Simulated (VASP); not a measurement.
# Ti4C in VASP: notebook

The runs below take Ti4C through relaxation of the atoms, single point, with PBEsol.

Everything below comes from runs of VASP 6.6.1. Logs are shortened: lines on timing, memory, paths and dates and some standing lists are left out, and cuts for length are marked.

## Step 1: The cell of the first run

The cell holds a slab with vacuum, 5 atoms: a = 2.868 Å, b = 4.055 Å, c = 19.605 Å, α = 90.00°, β = 90.00°, γ = 90.00°.

## Step 2: Relaxation of the atoms, PBEsol

INCAR

```
PREC = Accurate
ENCUT = 520
EDIFF = 1E-7
ISMEAR = 0
SIGMA = 0.1
LREAL = False
LASPH = True
NELM = 100
ALGO = Normal
ISIF = 2
LWAVE = False
LCHARG = False
LDIPOL = True
IDIPOL = 3
DIPOL = 0.5 0.5 0.344
GGA = PS
IBRION = 2
NSW = 36
EDIFFG = -0.025
```

KPOINTS

```
regular mesh
0
Gamma
  9 7 1
```

POSCAR

```
Ti4C
1.0
    2.8676282151      0.0000000000      0.0000000000
    0.0000000000      4.0554387137      0.0000000000
    0.0000000000      0.0000000000     19.6054200203
Ti C
4 1
Selective dynamics
Direct
    0.5000000000      0.5000000000      0.2040252132  F F F
    0.0000000000      0.0000000000      0.2771587704  F F F
    0.5000000000      0.5000000000      0.3434213386  F F F
    0.0000000000      0.0000000000      0.4134275120  F F F
    0.5000000000      0.0000000000      0.4838162105  F F T
```

Potentials or basis: VASP PAW PBE potentials, release 64 (Ti_sv, C).

On the command line:

```bash
$ cat potpaw_PBE.64/Ti_sv/POTCAR potpaw_PBE.64/C/POTCAR > POTCAR
$ mpirun -np 1 vasp_std > vasp.out
```

OUTCAR:

```text
PREC = Accurate
   ENCUT = 520
   EDIFF = 1E-7
   ISMEAR = 0
   LREAL = False
   LASPH = True
   NELM = 100
   ISIF = 2
   GGA = PS
   IBRION = 2
   NSW = 36
   EDIFFG = -0.025

 ion  position               nearest neighbor table
   1  0.500  0.500  0.204-   3 2.73   2 2.87   2 2.87   2 2.87   2 2.87
   2  0.000  0.000  0.277-   4 2.67   3 2.80   3 2.80   3 2.80   3 2.80   1 2.87   1 2.87   1 2.87
                             1 2.87
   3  0.500  0.500  0.343-   1 2.73   2 2.80   2 2.80   2 2.80   2 2.80   4 2.84   4 2.84   4 2.84
                             4 2.84
   4  0.000  0.000  0.413-   5 1.99   5 1.99   2 2.67   3 2.84   3 2.84   3 2.84   3 2.84
   5  0.500  0.000  0.484-   4 1.99   4 1.99

  LATTYP: Found a simple orthorhombic cell.
 ALAT       =     2.8676282151
 B/A-ratio  =     1.4142135624
 C/A-ratio  =     6.8368067789

  Lattice vectors:

 A1 = (   2.8676282151,   0.0000000000,   0.0000000000)
 A2 = (   0.0000000000,   4.0554387137,   0.0000000000)
 A3 = (   0.0000000000,   0.0000000000,  19.6054200203)

Analysis of symmetry for initial positions (statically):
=====================================================================
 Subroutine PRICEL returns:
 Original cell was already a primitive cell.

 Routine SETGRP: Setting up the symmetry group for a
 simple orthorhombic supercell.

 Subroutine GETGRP returns: Found  4 space group operations
 (whereof  4 operations were pure point group operations)
 out of a pool of  8 trial point group operations.

The static configuration has the point symmetry C_2v.

Analysis of symmetry for dynamics (positions and initial velocities):
=====================================================================
 Subroutine PRICEL returns:
 Original cell was already a primitive cell.

 Routine SETGRP: Setting up the symmetry group for a
 simple orthorhombic supercell.

 Subroutine GETGRP returns: Found  4 space group operations
 (whereof  4 operations were pure point group operations)
 out of a pool of  8 trial point group operations.

The dynamic configuration has the point symmetry C_2v.

Analysis of constrained symmetry for selective dynamics:
=====================================================================
 Subroutine PRICEL returns:
 Original cell was already a primitive cell.

 Routine SETGRP: Setting up the symmetry group for a
 simple orthorhombic supercell.

 Subroutine GETGRP returns: Found  4 space group operations
 (whereof  4 operations were pure point group operations)
 out of a pool of  8 trial point group operations.

The constrained configuration has the point symmetry C_2v.

 Subroutine INISYM returns: Found  4 space group operations
 (whereof  4 operations are pure point group operations),
 and found     1 'primitive' translations

----------------------------------------------------------------------------------------

                                     Primitive cell

  volume of cell :     228.0010

  direct lattice vectors                    reciprocal lattice vectors
     2.867628215  0.000000000  0.000000000     0.348720240  0.000000000  0.000000000
     0.000000000  4.055438714  0.000000000     0.000000000  0.246582447  0.000000000
     0.000000000  0.000000000 19.605420020     0.000000000  0.000000000  0.051006303

  length of vectors
     2.867628215  4.055438714 19.605420020     0.348720240  0.246582447  0.051006303

  position of ions in fractional coordinates (direct lattice)
     0.500000000  0.500000000  0.204025213
     0.000000000  0.000000000  0.277158770
     0.500000000  0.500000000  0.343421339
     0.000000000  0.000000000  0.413427512
     0.500000000  0.000000000  0.483816211

  ion indices of the primitive-cell ions
   primitive index   ion index
                 1           1
                 2           2
                 3           3
                 4           4
                 5           5

----------------------------------------------------------------------------------------

 KPOINTS: regular mesh

Automatic generation of k-mesh.
 Grid dimensions read from file:
 generate k-points for:    9    7    1

 Generating k-lattice:

  Cartesian coordinates                     Fractional coordinates (reciprocal lattice)
     0.038746693  0.000000000  0.000000000     0.111111111  0.000000000  0.000000000
     0.000000000  0.035226064  0.000000000     0.000000000  0.142857143  0.000000000
     0.000000000  0.000000000  0.051006303     0.000000000  0.000000000  1.000000000

  Length of vectors
     0.038746693  0.035226064  0.051006303

  Shift w.r.t. Gamma in fractional coordinates (k-lattice)
     0.000000000  0.000000000  0.000000000

 Subroutine IBZKPT returns following result:
 ===========================================

 Found     20 irreducible k-points:

 Following reciprocal coordinates:
            Coordinates               Weight
  0.000000  0.000000  0.000000      1.000000
  0.111111  0.000000  0.000000      2.000000
  0.222222  0.000000  0.000000      2.000000
  0.333333  0.000000  0.000000      2.000000
  0.444444  0.000000  0.000000      2.000000
  0.000000  0.142857  0.000000      2.000000
[... 12 lines left out ...]
  0.333333  0.428571  0.000000      4.000000
  0.444444  0.428571  0.000000      4.000000
   k-points           NKPTS =     20   k-points in BZ     NKDIM =     20   number of bands    NBANDS=     31
   number of dos      NEDOS =    301   number of ions     NIONS =      5
   total plane-waves  NPLWV = 108000
   dimension x,y,z NGX =    24 NGY =   30 NGZ =  150
   dimension x,y,z NGXF=    48 NGYF=   60 NGZF=  300
   ions per type =               4   1
   NGX,Y,Z   is equivalent  to a cutoff of  13.91, 12.30, 12.72 a.u.
   NGXF,Y,Z  is equivalent  to a cutoff of  27.83, 24.60, 25.44 a.u.
 SYSTEM =  unknown system
   PREC   = accura    normal or accurate (medium, high low for compatibility)
   ISTART =      0    job   : 0-new  1-cont  2-samecut
   ICHARG =      2    charge: 1-file 2-atom 10-const
   ISPIN  =      1    spin polarized calculation?
   LNONCOLLINEAR =      F non collinear calculations
   LSORBIT =      F    spin-orbit coupling
   LASPH  =      T    aspherical Exc in radial PAW
   ENCUT  =  520.0 eV  38.22 Ry    6.18 a.u.   5.33  7.54 36.45*2*pi/ulx,y,z
   NELM   =    100;   NELMIN=  2; NELMDL= -5     # of ELM steps
   EDIFF  = 0.1E-06   stopping-criterion for ELM
   LREAL  =      F    real-space projection
   EDIFFG = -.3E-01   stopping-criterion for IOM
   NSW    =     36    number of steps for IOM
   IBRION =      2    ionic relax: 0-MD 1-quasi-New 2-CG
   NFREE  =      1    steps in history (QN), initial steepest desc. (CG)
   ISIF   =      2    stress and relaxation
   ISYM   =      2    0-nonsym 1-usesym 2-fastsym
   POTIM  = 0.5000    time-step for ionic-motion
   TEBEG  =    0.0;   TEEND  =   0.0 temperature during run
   PSTRESS=    0.0 pullay stress
   NELECT =      52.0000    total number of electrons
   NUPDOWN=      -1.0000    fix difference up-down
   EMIN   =  10.00;   EMAX   =-10.00  energy-range for DOS
   EFERMI =   0.00;   METHOD = LEGACY
   ISMEAR =     0;   SIGMA  =   0.10  broadening in eV -4-tet -1-fermi 0-gaus
   EFERMI_NEDOS =   21; number of points for ismear=-14 and -15
   IALGO  =     38    algorithm
   IMIX   =      4    mixing-type and parameters
     AMIX     =   0.40;   BMIX     =  1.00
     AMIX_MAG =   1.60;   BMIX_MAG =  1.00
  volume/ion in A,a.u.               =      45.60       307.73
  Fermi-wavevector in a.u.,A,eV,Ry     =   1.000223  1.890148 13.611905  1.000447
  Thomas-Fermi vector in A             =   2.132566
   LORBIT       =      0    0 simple, 1 ext, 2 COOP (PROOUT), +10 PAW based schemes
   GGA     = PS    functional components
   LHFCALC =     F    Hartree Fock is set to
   AEXX    =    0.0000 exact exchange contribution
   IVDW    =     0    specifies the selected vdW correction
   LEPSILON=     F    determine dielectric tensor
   LRPA    =     F    only Hartree local field effects (RPA)
 conjugate gradient relaxation of ions
 non-spin polarized calculation
 Gauss-broadening in eV      SIGMA  =   0.10
  energy-cutoff  :      520.00
  volume of cell :      228.00
 maximum number of plane-waves:      6177
 NGX is ok and might be reduce to    24
   NGX = 11   NGY = 15   NGZ = 73

--------------------------------------- Ionic step        1  -------------------------------------------

 number of electron      52.0000014 magnetization

 Free energy of the ion-electron system (eV)
  ---------------------------------------------------
  ext. energy  EPLUGINS =         0.00000000
  ---------------------------------------------------
  free energy    TOTEN  =       -36.97940927 eV

  energy without entropy =      -36.94274906  energy(sigma->0) =      -36.96107916

------------------------ aborting loop because EDIFF is reached ----------------------------------------

  FORCE on cell =-STRESS in cart. coord.  units (eV):
  Direction    XX          YY          ZZ          XY          YZ          ZX
  --------------------------------------------------------------------------------------
  -------------------------------------------------------------------------------------
  Total        1.6867102     -2.4340904     -3.0961432      0.0000000      0.0000000      0.0000000
  in kB       11.8526158    -17.1045027    -21.7567878      0.0000000      0.0000000      0.0000000
  external PRESSURE =      -9.0028916 kB  Pullay stress =       0.0000000 kB
[... 102 lines left out ...]
  energy  without entropy=      -37.1898253374  energy(sigma->0) =      -37.20447952

--------------------------------------- Ionic step        4  -------------------------------------------

 number of electron      52.0000014 magnetization

 dipolmoment           0.000000      0.000000      0.190691 electrons x Angstroem

 Free energy of the ion-electron system (eV)
  ---------------------------------------------------
  ext. energy  EPLUGINS =         0.00000000
  ---------------------------------------------------
  free energy    TOTEN  =       -37.21984005 eV

  energy without entropy =      -37.19039954  energy(sigma->0) =      -37.20511980

 E-fermi :  -0.6507     XC(G=0):  -4.8303

 val. band max:       -0.6561784265   @ k =   0.4444   0.4286   0.0000
 cond. band min:      -0.6496933509   @ k =   0.1111   0.2857   0.0000
 fundamental gap:      0.0064850756
 Fermi energy:        -0.6506907067

 k-point     1 :       0.0000    0.0000    0.0000
  band No.  band energies     occupation
      1     -57.4107      2.00000
      2     -57.0308      2.00000
      3     -56.9061      2.00000
      4     -56.1292      2.00000
      5     -33.9177      2.00000
      6     -33.8414      2.00000
[... 669 lines left out ...]
     30       0.2557      0.00000
     31       0.7369      0.00000

------------------------ aborting loop because EDIFF is reached ----------------------------------------

 vacuum level on the upper side and lower side of the slab       (xc-potential included)         1.355        -1.596

  FORCE on cell =-STRESS in cart. coord.  units (eV):
  Direction    XX          YY          ZZ          XY          YZ          ZX
  --------------------------------------------------------------------------------------
  -------------------------------------------------------------------------------------
  Total        5.3728666     -2.1515215      0.4655749      0.0000000      0.0000000      0.0000000
  in kB       37.7554634    -15.1188735      3.2716236      0.0000000      0.0000000      0.0000000
  external PRESSURE =       8.6360711 kB  Pullay stress =       0.0000000 kB

 VOLUME and BASIS-vectors are now :
 -----------------------------------------------------------------------------
  energy-cutoff  :      520.00
  volume of cell :      228.00
      direct lattice vectors                 reciprocal lattice vectors
     2.867628215  0.000000000  0.000000000     0.348720240  0.000000000  0.000000000
     0.000000000  4.055438714  0.000000000     0.000000000  0.246582447  0.000000000
     0.000000000  0.000000000 19.605420020     0.000000000  0.000000000  0.051006303
[... 11 lines left out ...]
  FREE ENERGIE OF THE ION-ELECTRON SYSTEM (eV)
  ---------------------------------------------------
  free  energy   TOTEN  =       -37.2198400467 eV

  energy  without entropy=      -37.1903995437  energy(sigma->0) =      -37.20511980

 reached required accuracy - stopping structural energy minimisation

 vacuum level on the upper side and lower side of the slab         5.605         2.582
```

Wall time 8.9 min (1 thread of Intel Xeon Platinum 8488C (Sapphire Rapids), shared host); peak memory 0.39 GiB.

Results:

```
Free energy               : -37.2198 eV
Energy gained by relaxing : 48.1 meV/atom
Ionic steps               : 4
Band gap on the k mesh    : zero (bands 26 and 27 overlap by 0.31 eV)
```

Step by step:
| step | energy change (eV) | largest force on free atoms (eV/Å) | pressure (GPa) |
| --- | --- | --- | --- |
| 1 | 0.0000 | 2.2325 | -0.90 |
| 2 | -0.1908 | 1.2163 | 0.05 |
| 3 | -0.2397 | 0.1643 | 0.98 |
| 4 | -0.2404 | 0.0250 | 0.86 |

Final structure:
```
Ti C
1.0
     2.86763    0.00000    0.00000
     0.00000    4.05544    0.00000
     0.00000    0.00000   19.60542
Ti C
4 1
Direct
  0.50000 0.50000 0.20403
  0.00000 0.00000 0.27716
  0.50000 0.50000 0.34342
  0.00000 0.00000 0.41343
  0.50000 0.00000 0.47446
```

Levels at points of the mesh, in eV from the Fermi level:
```csv
k point,band 22,band 23,band 24,band 25,band 26,band 27,band 28,band 29,band 30,band 31
"(0.00, 0.00, 0.00)",-1.47,-0.76,-0.73,-0.65,-0.17,0.18,0.29,0.49,1.04,1.09
```

Caveat: the PAW data sets were made with another functional, which shifts forces and pressure a little.

## Step 3: Single point, PBEsol

INCAR

```
SYSTEM = Ti4C
ALGO = Normal ; DIPOL = 0.5 0.5 0.349
EDIFF = 1E-6 ; ENCUT = 520
GGA = PS ; IDIPOL = 3
ISIF = 2 ; ISMEAR = 0
LASPH = .TRUE. ; LCHARG = .FALSE.
LDIPOL = .TRUE. ; LREAL = .FALSE.
LWAVE = .FALSE. ; NBANDS = 34
NELM = 80 ; PREC = Accurate
SIGMA = 0.1
```

KPOINTS

```
k-points
0
G
  9 7 1
  0 0 0
```

POSCAR

```
Ti4C
1.0
    2.8676282151      0.0000000000      0.0000000000
    0.0000000000      4.0554387137      0.0000000000
    0.0000000000      0.0000000000     19.6054200203
Ti C
4 1
Direct
    0.5000000000      0.5000000000      0.2040252132
    0.0000000000      0.0000000000      0.2771587704
    0.5000000000      0.5000000000      0.3434213386
    0.0000000000      0.0000000000      0.4134275120
    0.0000000000      0.0000000000      0.5092113928
```

Potentials or basis: VASP PAW PBE potentials, release 64 (Ti_sv, C).

On the command line:

```bash
$ cat potpaw_PBE.64/Ti_sv/POTCAR potpaw_PBE.64/C/POTCAR > POTCAR
$ mpirun -np 1 vasp_std > vasp.out
```

Run time: 3.3 min. Hardware: 1 thread of AMD EPYC 9R45 (Zen 5), shared host; peak memory 0.35 GiB.

The run converged. Its results:

- Free energy: -34.8718 eV
- Largest force: 0.470 eV/Å
- Band gap on the k mesh: zero (bands 26 and 27 overlap by 0.66 eV)

Forces on the atoms (eV/Å):
```
Ti   0.000  0.000  0.470
Ti   0.000  0.000 -0.295
Ti   0.000  0.000 -0.368
Ti   0.000  0.000  0.128
C    0.000  0.000  0.065
```

Levels at points of the mesh, in eV from the Fermi level:
```
           k point  band 24  band 25  band 26  band 27  band 28  band 29
(0.00, 0.00, 0.00)    -0.61    -0.31    -0.10     0.29     0.40     0.73
```

Caveat: the PAW data sets were made with another functional, which shifts forces and pressure a little.

## Step 4: Single point, PBEsol

INCAR

```
SYSTEM = Ti4C
PREC = Accurate ; ENCUT = 520
EDIFF = 1E-6 ; ISMEAR = 0
SIGMA = 0.1 ; LREAL = .FALSE.
LASPH = .TRUE. ; NELM = 100
ALGO = Normal ; ISIF = 2
LWAVE = .FALSE. ; LCHARG = .FALSE.
LDIPOL = .TRUE. ; IDIPOL = 3
DIPOL = 0.5 0.5 0.342 ; GGA = PS
NBANDS = 34
```

KPOINTS

```
Automatic mesh
0
G
  9 7 1
  0 0 0
```

POSCAR, as its differences from that of step 3:

```diff
@@ -12,2 +12,2 @@
     0.0000000000      0.0000000000      0.4134275120
-    0.0000000000      0.0000000000      0.5092113928
+    0.5000000000      0.0000000000      0.4742861997
```

On the command line:

```bash
$ cat potpaw_PBE.64/Ti_sv/POTCAR potpaw_PBE.64/C/POTCAR > POTCAR
$ mpirun -np 1 vasp_std > vasp.out
```

Wall time 3.1 min (1 thread of AMD EPYC 9R45 (Zen 5), shared host); peak memory 0.35 GiB.

It converged, with:

```
Free energy            : -37.2198 eV
Largest force          : 0.609 eV/Å
Band gap on the k mesh : zero (bands 26 and 27 overlap by 0.31 eV)
```

Forces in eV/Å, atoms in the order of the input:
```
Ti   0.000  0.000  0.381
Ti   0.000  0.000 -0.514
Ti   0.000  0.000 -0.515
Ti   0.000  0.000  0.609
C    0.000  0.000  0.039
```

Levels at points of the mesh, in eV from the Fermi level:
| k point | band 22 | band 23 | band 24 | band 25 | band 26 | band 27 | band 28 | band 29 | band 30 | band 31 |
| --- | --- | --- | --- | --- | --- | --- | --- | --- | --- | --- |
| (0.00, 0.00, 0.00) | -1.47 | -0.76 | -0.74 | -0.65 | -0.16 | 0.18 | 0.29 | 0.49 | 1.04 | 1.09 |

Caveat: the PAW data sets were made with another functional, which shifts forces and pressure a little.

## Step 5: Single point, PBEsol

INCAR

```
PREC = Accurate
ENCUT = 520
EDIFF = 1E-6
ISMEAR = 0
SIGMA = 0.1
LREAL = False
LASPH = True
NELM = 80
ALGO = Normal
ISIF = 2
LWAVE = False
LCHARG = False
LDIPOL = True
IDIPOL = 3
DIPOL = 0.5 0.5 0.330
GGA = PS
NBANDS = 34
```

KPOINTS

```
Automatic mesh
0
Gamma
  9 7 1
```

POSCAR, as its differences from that of step 4:

```diff
@@ -12,2 +12,2 @@
     0.0000000000      0.0000000000      0.4134275120
-    0.5000000000      0.0000000000      0.4742861997
+    0.0000000000      0.5000000000      0.4144583644
```

On the command line:

```bash
$ cat potpaw_PBE.64/Ti_sv/POTCAR potpaw_PBE.64/C/POTCAR > POTCAR
$ mpirun -np 1 vasp_std > vasp.out
```

It took 3.1 min on 1 thread of AMD EPYC 9R45 (Zen 5), shared host; peak memory 0.35 GiB.

Results (log left out):

* Free energy: -39.3678 eV
* Largest force: 1.762 eV/Å
* Band gap on the k mesh: zero (bands 26 and 27 overlap by 0.17 eV)

Forces on the atoms (eV/Å):
```
Ti   0.000  0.000  0.250
Ti   0.000  0.000 -1.762
Ti   0.000  0.000  0.589
Ti   0.000  0.000  0.923
C    0.000  0.000  0.000
```

Levels at points of the mesh, in eV from the Fermi level:
```csv
k point,band 22,band 23,band 24,band 25,band 26,band 27,band 28,band 29,band 30,band 31
"(0.00, 0.00, 0.00)",-1.53,-1.26,-0.45,-0.31,0.05,0.19,0.32,0.57,1.01,1.25
```

Caveat: the PAW data sets were made with another functional, which shifts forces and pressure a little.

## Step 6: Overview

| task | cell | atoms held fixed (from 0) | gap on the mesh (eV) | largest force (eV/Å) |
| --- | --- | --- | --- | --- |
| relaxation of the atoms | atoms relaxed, atomic positions A | [0, 1, 2, 3, 4] | none | - |
| single point | as given, atomic positions B | - | none | 0.47 |
| single point | as given, atomic positions C | - | none | 0.61 |
| single point | as given, atomic positions D | - | none | 1.76 |

Alike in all rows: level PBEsol; potentials or basis VASP PAW PBE potentials, release 64 (Ti_sv, C); no spin polarisation; k mesh 9 × 7 × 1; cutoff (eV) 520; smearing gaussian 0.1 eV.

Caveats: the PAW data sets were made with another functional, which shifts forces and pressure a little.

Absolute energies hang on the potentials; compare differences alone.
